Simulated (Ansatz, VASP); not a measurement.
# NaF: VASP beside Ansatz

Contents of POSCAR:

```
NaF
1.0
    0.0000000000      2.2971680842      2.2971680842
    2.3890548075      0.0000000000      2.2971680842
    2.3890548075      2.2971680842      0.0000000000
Na F
1 1
Direct
    0.0000000000      0.0000000000      0.0000000000
    0.5000000000      0.5000000000      0.5000000000
```

INCAR.step1

```
  PREC = Accurate
  ENCUT = 520
  ISMEAR = 0
  SIGMA = 0.01
  LREAL = F
  LASPH = T
  NELM = 100
  NBANDS = 14
  GGA = PE
  ALGO = Normal
  EDIFF = 1E-4
  LWAVE = T
  LCHARG = F
```

INCAR.step2

```
  PREC = Accurate
  ENCUT = 520
  EDIFF = 1E-6
  ISMEAR = 0
  SIGMA = 0.01
  LREAL = F
  LASPH = T
  NELM = 100
  ALGO = Normal
  ISIF = 2
  LWAVE = F
  LCHARG = F
  METAGGA = R2SCAN
  LMIXTAU = T
  NBANDS = 14
  ISTART = 1
```

Contents of KPOINTS:

```
regular mesh
0
Gamma
  10 10 10
```

Input for Ansatz:

```yaml
crystal:
  lattice:
    - [0.0, 2.2971680842, 2.2971680842]
    - [2.3890548075, 0.0, 2.2971680842]
    - [2.3890548075, 2.2971680842, 0.0]
  atoms:
    - { symbol: Na, position: [0.0, 0.0, 0.0] }
    - { symbol: F, position: [0.5, 0.5, 0.5] }
kpoints:
  mp_grid: { grid: [10, 10, 10] }
  band_path:
    path:
      - [0.0, 0.0, 0.0]
      - [0.5, 0.0, 0.5]
      - [0.625, 0.25, 0.625]
      - [0.375, 0.375, 0.75]
      - [0.5, 0.5, 0.5]
      - [0.5, 0.25, 0.75]
    npoints: 1
hamiltonian:
  xc: r2scan
scf:
  occupations: { method: fixed }
  n_extra_bands: 4
output:
  forces: true
  stress: true
  eigenvalues: true
```

Change from the starting cell: uniaxial_x strain +4.0%.

Alike in both runs: task single point; functional r2SCAN; k mesh 10 × 10 × 10; no spin polarisation.

|  | VASP | Ansatz |
| --- | --- | --- |
| version | VASP 6.6.1 | Ansatz 0.2.0 |
| potentials or method | VASP PAW PBE potentials, release 64 (Na_pv, F) | plane waves, PAW |
| plane-wave cutoff (eV) | 520 | 500 |
| occupations | gaussian, width 0.01 eV | fixed |
| valence electrons in the cell | 14 | 16 |

```csv
,VASP,Ansatz,Ansatz less VASP
gap on the k mesh at the Fermi level (eV),7.09,7.06,-0.034
pressure (GPa),-2.3,-1.8,+0.50
"traceless stress, the component that is largest in VASP (GPa)",-1.95,-1.88,+0.069
```

VASP's potentials were made for PBE, not for r2SCAN. VASP's potentials hold 14 valence electrons a cell and Ansatz's 16, so a difference there can come from the potentials and not from the codes.
